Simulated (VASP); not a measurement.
Runs of VASP 6.6.1 on Al2O3. The structure is that of space group P-6m2 (No. 187), or close to it. The cells are those of the table. 

```tsv
cell	gap on the mesh (eV)	pressure (GPa)	largest force (eV/Å)
a = 2.798, b = 2.798, c = 9.057 Å, angles 90.0, 90.0, 120.0°, 5 atoms	6.45	10.7	0.80
a = 2.841, b = 2.841, c = 9.617 Å, angles 90.0, 90.0, 120.0°, 5 atoms	6.02	(a)	0.53
a = 2.971, b = 2.971, c = 9.617 Å, angles 90.0, 90.0, 120.0°, 5 atoms	(c)	-15.0	1.35
a = 2.884, b = 2.884, c = 9.617 Å, angles 90.0, 90.0, 120.0°, 5 atoms	5.61	-7.2	0.85
a = 2.928, b = 2.928, c = 9.477 Å, angles 90.0, 90.0, 120.0°, 5 atoms	(b)	-10.4	0.93
```

Alike in all rows: task single point; level r2SCAN; potentials or basis VASP PAW PBE potentials, release 64 (Al, O); no spin polarisation; k mesh 12 × 12 × 4; cutoff (eV) 520; smearing gaussian 0.05 eV.

Problem. Fill in the values left out.

Solution. (a) -2.3; (b) 5.20; (c) 4.81.

Caveats: the PAW data sets were made with another functional, which shifts forces and pressure a little; the cell stands under tension (at least some runs); the stress differs along the axes, from 7 to 13 GPa (at least some runs); the stress differs along the axes, from -9 to 1 GPa (at least some runs); the stress differs along the axes, from -17 to -10 GPa (at least some runs).

A k mesh can miss the band edges.
